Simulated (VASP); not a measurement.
# As (P6_3/mmc) in VASP: a series of runs, part 2 of 2

VASP 6.6.1. The steps go on from the part before.

**3. Single point, PBEsol**

This run uses another cell than the first one, of 18.37 Å³/atom, 0.727 times its volume.

File INCAR:

```
PREC = Accurate
ENCUT = 520
EDIFF = 1E-6
ISMEAR = 0
SIGMA = 0.1
LREAL = F
LASPH = T
NELM = 100
ALGO = Normal
ISIF = 2
LWAVE = F
LCHARG = T
GGA = PS
LELF = T
LVHAR = T
NBANDS = 18
```

File KPOINTS:

```
Automatic mesh
0
Gamma
  18 18 6
```

File POSCAR:

```
As
1.0
    2.9417068218      0.0000000000      0.0000000000
   -1.4708534109      2.5475928381      0.0000000000
    0.0000000000      0.0000000000      9.8037746401
As
4
Direct
    0.0000000000      0.0000000000      0.0000000000
    0.0000000000      0.0000000000      0.5000000000
    0.3333333333      0.6666666667      0.7500000000
    0.6666666667      0.3333333333      0.2500000000
```

Potentials or basis: VASP PAW PBE potentials, release 64 (As).

On the command line:

```
> cat potpaw_PBE.64/As/POTCAR > POTCAR
> mpirun -np 1 vasp_std > vasp.out
```

OUTCAR:

```text
PREC = Accurate
   ENCUT = 520
   EDIFF = 1E-6
   ISMEAR = 0
   LREAL = F
   LASPH = T
   NELM = 100
   ISIF = 2
   GGA = PS

 ion  position               nearest neighbor table
   1  0.000  0.000  0.000-
   2  0.000  0.000  0.500-
   3  0.333  0.667  0.750-
   4  0.667  0.333  0.250-

  LATTYP: Found a hexagonal cell.
 ALAT       =     2.9417068218
 C/A-ratio  =     3.3326824303

  Lattice vectors:

 A1 = (   2.9417068218,   0.0000000000,   0.0000000000)
 A2 = (  -1.4708534109,   2.5475928381,   0.0000000000)
 A3 = (   0.0000000000,   0.0000000000,   9.8037746401)

Analysis of symmetry for initial positions (statically):
=====================================================================
 Subroutine PRICEL returns:
 Original cell was already a primitive cell.

 Routine SETGRP: Setting up the symmetry group for a
 hexagonal supercell.

 Subroutine GETGRP returns: Found 24 space group operations
 (whereof 12 operations were pure point group operations)
 out of a pool of 24 trial point group operations.

The static configuration has the point symmetry D_3d.
 The point group associated with its full space group is D_6h.

Analysis of symmetry for dynamics (positions and initial velocities):
=====================================================================
 Subroutine PRICEL returns:
 Original cell was already a primitive cell.

 Routine SETGRP: Setting up the symmetry group for a
 hexagonal supercell.

 Subroutine GETGRP returns: Found 24 space group operations
 (whereof 12 operations were pure point group operations)
 out of a pool of 24 trial point group operations.

The dynamic configuration has the point symmetry D_3d.
 The point group associated with its full space group is D_6h.

 Subroutine INISYM returns: Found 24 space group operations
 (whereof 12 operations are pure point group operations),
 and found     1 'primitive' translations

----------------------------------------------------------------------------------------

                                     Primitive cell

  volume of cell :      73.4721

  direct lattice vectors                    reciprocal lattice vectors
     2.941706822  0.000000000  0.000000000     0.339938702  0.196263701  0.000000000
    -1.470853411  2.547592838  0.000000000     0.000000000  0.392527403  0.000000000
     0.000000000  0.000000000  9.803774640     0.000000000  0.000000000  0.102001529

  length of vectors
     2.941706822  2.941706822  9.803774640     0.392527403  0.392527403  0.102001529

  position of ions in fractional coordinates (direct lattice)
     0.000000000  0.000000000  0.000000000
     0.000000000  0.000000000  0.500000000
     0.333333333  0.666666667  0.750000000
     0.666666667  0.333333333  0.250000000

  ion indices of the primitive-cell ions
   primitive index   ion index
                 1           1
                 2           2
                 3           3
                 4           4

----------------------------------------------------------------------------------------

 KPOINTS: Automatic mesh

Automatic generation of k-mesh.
 Grid dimensions read from file:
 generate k-points for:   18   18    6

 Generating k-lattice:

  Cartesian coordinates                     Fractional coordinates (reciprocal lattice)
     0.018885483  0.010903539  0.000000000     0.055555556  0.000000000  0.000000000
     0.000000000  0.021807078  0.000000000     0.000000000  0.055555556  0.000000000
     0.000000000  0.000000000  0.017000255     0.000000000  0.000000000  0.166666667

  Length of vectors
     0.021807078  0.021807078  0.017000255

  Shift w.r.t. Gamma in fractional coordinates (k-lattice)
     0.000000000  0.000000000  0.000000000

 Subroutine IBZKPT returns following result:
 ===========================================

 Found    148 irreducible k-points:

 Following reciprocal coordinates:
            Coordinates               Weight
  0.000000  0.000000  0.000000      1.000000
  0.055556  0.000000  0.000000      6.000000
  0.111111  0.000000  0.000000      6.000000
  0.166667  0.000000  0.000000      6.000000
  0.222222  0.000000  0.000000      6.000000
  0.277778  0.000000  0.000000      6.000000
[... 16 lines left out ...]
  0.333333  0.111111  0.000000     12.000000
  0.388889  0.111111  0.000000     12.000000
 [... further k-points ...]
   k-points           NKPTS =    148   k-points in BZ     NKDIM =    148   number of bands    NBANDS=     18
   number of dos      NEDOS =    301   number of ions     NIONS =      4
   total plane-waves  NPLWV =  46080
   dimension x,y,z NGX =    24 NGY =   24 NGZ =   80
   dimension x,y,z NGXF=    48 NGYF=   48 NGZF=  160
   ions per type =               4
   NGX,Y,Z   is equivalent  to a cutoff of  13.56, 13.56, 13.57 a.u.
   NGXF,Y,Z  is equivalent  to a cutoff of  27.13, 27.13, 27.13 a.u.
 SYSTEM =  unknown system
   PREC   = accura    normal or accurate (medium, high low for compatibility)
   ISTART =      0    job   : 0-new  1-cont  2-samecut
   ICHARG =      2    charge: 1-file 2-atom 10-const
   ISPIN  =      1    spin polarized calculation?
   LNONCOLLINEAR =      F non collinear calculations
   LSORBIT =      F    spin-orbit coupling
   LASPH  =      T    aspherical Exc in radial PAW
   ENCUT  =  520.0 eV  38.22 Ry    6.18 a.u.   5.47  5.47 18.23*2*pi/ulx,y,z
   NELM   =    100;   NELMIN=  2; NELMDL= -5     # of ELM steps
   EDIFF  = 0.1E-05   stopping-criterion for ELM
   LREAL  =      F    real-space projection
   EDIFFG = 0.1E-04   stopping-criterion for IOM
   NSW    =      0    number of steps for IOM
   IBRION =     -1    ionic relax: 0-MD 1-quasi-New 2-CG
   NFREE  =      0    steps in history (QN), initial steepest desc. (CG)
   ISIF   =      2    stress and relaxation
   ISYM   =      2    0-nonsym 1-usesym 2-fastsym
   POTIM  = 0.5000    time-step for ionic-motion
   TEBEG  =    0.0;   TEEND  =   0.0 temperature during run
   PSTRESS=    0.0 pullay stress
   NELECT =      20.0000    total number of electrons
   NUPDOWN=      -1.0000    fix difference up-down
   EMIN   =  10.00;   EMAX   =-10.00  energy-range for DOS
   EFERMI =   0.00;   METHOD = LEGACY
   ISMEAR =     0;   SIGMA  =   0.10  broadening in eV -4-tet -1-fermi 0-gaus
   EFERMI_NEDOS =   21; number of points for ismear=-14 and -15
   IALGO  =     38    algorithm
   IMIX   =      4    mixing-type and parameters
     AMIX     =   0.40;   BMIX     =  1.00
     AMIX_MAG =   1.60;   BMIX_MAG =  1.00
  volume/ion in A,a.u.               =      18.37       123.95
  Fermi-wavevector in a.u.,A,eV,Ry     =   1.060988  2.004977 15.316026  1.125696
  Thomas-Fermi vector in A             =   2.196389
   LORBIT       =      0    0 simple, 1 ext, 2 COOP (PROOUT), +10 PAW based schemes
   GGA     = PS    functional components
   LHFCALC =     F    Hartree Fock is set to
   AEXX    =    0.0000 exact exchange contribution
   IVDW    =     0    specifies the selected vdW correction
   LEPSILON=     F    determine dielectric tensor
   LRPA    =     F    only Hartree local field effects (RPA)
 non-spin polarized calculation
 Gauss-broadening in eV      SIGMA  =   0.10
  energy-cutoff  :      520.00
  volume of cell :       73.47
 maximum number of plane-waves:      2028
 NGX is ok and might be reduce to    24
   NGX = 11   NGY = 11   NGZ = 37

 number of electron      19.9999998 magnetization

 Free energy of the ion-electron system (eV)
  ---------------------------------------------------
  ext. energy  EPLUGINS =         0.00000000
  ---------------------------------------------------
  free energy    TOTEN  =       -18.64509877 eV

  energy without entropy =      -18.63666809  energy(sigma->0) =      -18.64088343

 E-fermi :   6.8395     XC(G=0): -11.0263

 val. band max:        6.8342982423   @ k =   0.3333   0.0556   0.1667
 cond. band min:       6.8566563206   @ k =   0.3889   0.1111   0.1667
 fundamental gap:      0.0223580783
 Fermi energy:         6.8394522066

 k-point     1 :       0.0000    0.0000    0.0000
  band No.  band energies     occupation
      1      -8.6527      2.00000
      2      -7.2094      2.00000
      3      -7.1985      2.00000
      4      -4.2226      2.00000
      5      -0.2483      2.00000
      6       5.5788      2.00000
[... 10 lines left out ...]
     17      16.9308      0.00000
     18      17.5820      0.00000
[... 463 lines left out ...]
 k-point    24 :       0.3889    0.1111    0.0000
  band No.  band energies     occupation
      1      -4.4263      2.00000
      2      -3.3894      2.00000
      3      -3.2891      2.00000
      4      -2.0490      2.00000
      5       0.6244      2.00000
      6       0.9931      2.00000
[... 10 lines left out ...]
     17      13.5966      0.00000
     18      14.5912      0.00000

 [... further k-points ...]
[... 5 lines left out ...]
  --------------------------------------------------------------------------------------
  -------------------------------------------------------------------------------------
  Total        0.1209983      0.1209983      0.0896095      0.0000000     -0.0000000      0.0000000
  in kB        2.6385615      2.6385615      1.9540777      0.0000000     -0.0000000      0.0000000
  external PRESSURE =       2.4104002 kB  Pullay stress =       0.0000000 kB

 VOLUME and BASIS-vectors are now :
 -----------------------------------------------------------------------------
  energy-cutoff  :      520.00
  volume of cell :       73.47
      direct lattice vectors                 reciprocal lattice vectors
     2.941706822  0.000000000  0.000000000     0.339938702  0.196263701  0.000000000
    -1.470853411  2.547592838  0.000000000     0.000000000  0.392527403  0.000000000
     0.000000000  0.000000000  9.803774640     0.000000000  0.000000000  0.102001529

 POSITION                                       TOTAL-FORCE (eV/Angst)
 -----------------------------------------------------------------------------------
      0.00000      0.00000      0.00000        -0.000000      0.000000      0.000000
      0.00000      0.00000      4.90189        -0.000000      0.000000      0.000000
     -0.00000      1.69840      7.35283        -0.000000      0.000000     -0.000000
      1.47085      0.84920      2.45094         0.000000     -0.000000      0.000000
 -----------------------------------------------------------------------------------
    total drift:                                0.000000     -0.000000     -0.000000

  FREE ENERGIE OF THE ION-ELECTRON SYSTEM (eV)
  ---------------------------------------------------
  free  energy   TOTEN  =       -18.6450987734 eV

  energy  without entropy=      -18.6366680935  energy(sigma->0) =      -18.64088343
```

OSZICAR:

```text
N       E                     dE             d eps       ncg     rms          rms(c)
DAV:   1     0.580216759220E+02    0.58022E+02   -0.84013E+03  5328   0.961E+02
DAV:   2    -0.149663144857E+02   -0.72988E+02   -0.70263E+02  7474   0.145E+02
DAV:   3    -0.186525058128E+02   -0.36862E+01   -0.36442E+01  6398   0.317E+01
DAV:   4    -0.186749211603E+02   -0.22415E-01   -0.22399E-01  6136   0.269E+00
DAV:   5    -0.186749652290E+02   -0.44069E-04   -0.44067E-04  6082   0.138E-01    0.417E+00
DAV:   6    -0.186548110361E+02    0.20154E-01   -0.96844E-03  5972   0.442E-01    0.244E+00
DAV:   7    -0.186450996854E+02    0.97114E-02   -0.18073E-02  5780   0.600E-01    0.858E-02
DAV:   8    -0.186451022439E+02   -0.25585E-05   -0.32420E-04  5864   0.995E-02    0.493E-02
DAV:   9    -0.186450996615E+02    0.25824E-05   -0.41846E-05  5896   0.317E-02    0.682E-03
DAV:  10    -0.186450987734E+02    0.88806E-06   -0.14638E-06  3954   0.607E-03
   1 F= -.18645099E+02 E0= -.18640883E+02  d E =-.843068E-02
```

stdout:

```text
POSCAR found type information on POSCAR As
 POSCAR found :  1 types and       4 ions
 scaLAPACK will be used
 -----------------------------------------------------------------------------
|                                                                             |
|                                                                             |
|     You enforced a specific xc type in the INCAR file but a different       |
|     I HOPE YOU KNOW WHAT YOU ARE DOING!                                     |
|                                                                             |
 -----------------------------------------------------------------------------

 LDA part: xc-table for (Slater+PW92), standard interpolation
 POSCAR, INCAR and KPOINTS ok, starting setup
 FFT: planning ... GRIDC
 FFT: planning ... GRID_SOFT
 FFT: planning ... GRID
 WAVECAR not read
 entering main loop
```

It took 96 s on 1 thread of Intel Xeon Platinum 8259CL at 2.50GHz (Skylake/Cascade Lake), shared host; peak memory 0.3 GiB.

Results:

```yaml
Free_energy: -18.6451 eV
Pressure: 0.2 GPa
Band_gap_on_the_k_mesh: zero (band 10 reaches 12.00 eV, above the bottom of band 11 at 3.71 eV)
```

Caveat: the PAW data sets were made with another functional, which shifts forces and pressure a little.

**4. Single point, PBEsol**

This run uses another cell than the first one, of 21.30 Å³/atom, 0.843 times its volume.

File INCAR:

```
SYSTEM = As
PREC = Accurate
ENCUT = 520
EDIFF = 1E-6
ISMEAR = 0
SIGMA = 0.1
LREAL = .False.
LASPH = .True.
NELM = 100
ALGO = Normal
ISIF = 2
LWAVE = .False.
LCHARG = .False.
GGA = PS
NBANDS = 18
```

File KPOINTS:

```
regular mesh
0
Gamma
  6 6 2
  0 0 0
```

File POSCAR:

```
As
1.0
    3.3058903840      0.0000000000      0.0000000000
   -1.6529451920      2.8629850546      0.0000000000
    0.0000000000      0.0000000000      9.0038477937
As
4
Direct
    0.0000000000      0.0000000000      0.2500000000
    0.0000000000      0.0000000000      0.7500000000
    0.3333333333      0.6666666667      0.7500000000
    0.6666666667      0.3333333333      0.2500000000
```

On the command line:

```
> cat potpaw_PBE.64/As/POTCAR > POTCAR
> mpirun -np 1 vasp_std > vasp.out
```

Wall time 22 s (1 thread of Intel Xeon Platinum 8375C at 2.90GHz (Ice Lake), shared host); peak memory 0.21 GiB.

It converged, with:

* Free energy: -1.1300 eV
* Pressure: 100.8 GPa
* Band gap on the k mesh: zero (band 10 reaches 7.67 eV, above the bottom of band 11 at 4.34 eV)

Stress tensor (GPa, compression positive):
```
151.98   0.00   0.00
  0.00 151.98   0.00
  0.00   0.00  -1.67
```

Levels at points of the mesh, in eV from the Fermi level:
| k point | band 7 | band 8 | band 9 | band 10 | band 11 | band 12 | band 13 | band 14 |
| --- | --- | --- | --- | --- | --- | --- | --- | --- |
| (0.00, 0.00, 0.00) | -5.67 | -5.67 | -0.09 | -0.03 | 0.03 | 0.85 | 0.85 | 0.88 |
| (0.50, 0.00, 0.00) | -5.14 | -4.80 | -2.40 | -2.04 | -2.00 | -1.91 | 4.03 | 4.35 |
| (0.00, 0.00, 0.50) | -5.68 | -5.68 | 0.00 | 0.00 | 0.87 | 0.87 | 0.87 | 0.87 |
| (0.50, 0.00, 0.50) | -4.95 | -4.95 | -2.32 | -2.32 | -1.94 | -1.94 | 5.18 | 5.18 |

Caveat: the k points lie up to 0.37 Å⁻¹ apart; the PAW data sets were made with another functional, which shifts forces and pressure a little; this functional lacks dispersion, which binds the layers, so the pressure and a relaxed spacing across them are unreliable.

**5. Overview**

| cell | k mesh | gap on the mesh (eV) | pressure (GPa) |
| --- | --- | --- | --- |
| a = 4.548, b = 4.548, c = 5.641 Å, angles 90.0, 90.0, 120.0°, 4 atoms | 12 × 12 × 8 | none | 0.3 |
| a = 2.942, b = 2.942, c = 9.804 Å, angles 90.0, 90.0, 120.0°, 4 atoms | 18 × 18 × 6 | none | 0.2 |
| a = 3.306, b = 3.306, c = 9.004 Å, angles 90.0, 90.0, 120.0°, 4 atoms | 6 × 6 × 2 | none | 100.8 |

Alike in all rows: task single point; level PBEsol; potentials or basis VASP PAW PBE potentials, release 64 (As); no spin polarisation; cutoff (eV) 520; smearing gaussian 0.1 eV.

Caveats: some runs use coarse meshes; the PAW data sets were made with another functional, which shifts forces and pressure a little; this functional lacks dispersion, which binds the layers, so the pressure and a relaxed spacing across them are unreliable (some runs).

Total energies depend on the potentials used, so only differences within one code and one set of settings carry meaning.
